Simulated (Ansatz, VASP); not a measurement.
## Two plane-wave programs on BN

Contents of INCAR:

```
ALGO = Normal
EDIFF = 1E-6
ENCUT = 600
GGA = PE
GGA_COMPAT = False
ISIF = 2
ISMEAR = 0
LASPH = True
LCHARG = True
LELF = True
LREAL = False
LVHAR = True
LWAVE = False
NBANDS = 11
NELM = 120
PREC = Accurate
SIGMA = 0.02
```

Contents of KPOINTS:

```
k-points
0
Gamma
  6 6 6
```

Contents of POSCAR:

```
BN
1.0
    0.0000000000      1.8075000000      1.8075000000
    1.8075000000      0.0000000000      1.8075000000
    1.8075000000      1.8075000000      0.0000000000
B N
1 1
Direct
    0.0000000000      0.0000000000      0.0000000000
    0.2500000000      0.2500000000      0.2500000000
```

Input for Ansatz:

```yaml
crystal:
  lattice:
    - [0.0, 1.8075, 1.8075]
    - [1.8075, 0.0, 1.8075]
    - [1.8075, 1.8075, 0.0]
  atoms:
    - { symbol: B, position: [0.0, 0.0, 0.0] }
    - { symbol: "N", position: [0.25, 0.25, 0.25] }
basis:
  ecutwfc: 420
kpoints:
  mp_grid: { grid: [6, 6, 6] }
hamiltonian:
  xc: pbe
scf:
  occupations: { method: gaussian, width: 0.02 }
output:
  forces: true
  stress: true
  eigenvalues: true
```

Alike in both runs: task single point; functional PBE; k mesh 6 × 6 × 6; occupations gaussian, width 0.02 eV; no spin polarisation.

|  | VASP | Ansatz |
| --- | --- | --- |
| version | VASP 6.6.1 | Ansatz 0.2.0 |
| potentials or method | VASP PAW PBE potentials, release 64 (B, N), cutoff 600 eV | scalar-relativistic, plane waves, PAW |
| valence electrons in the cell | 8 | 8 |

|  | VASP | Ansatz | Ansatz less VASP |
| --- | --- | --- | --- |
| gap on the k mesh at the Fermi level (eV) | 4.46 | 4.47 | +0.012 |
| least direct gap on the mesh (eV) | 8.82 | 8.83 | +0.011 |
| pressure (GPa) | 3.1 | 3.1 | +0.03 |

The k mesh is coarse, so the values compare programs but aren't converged.
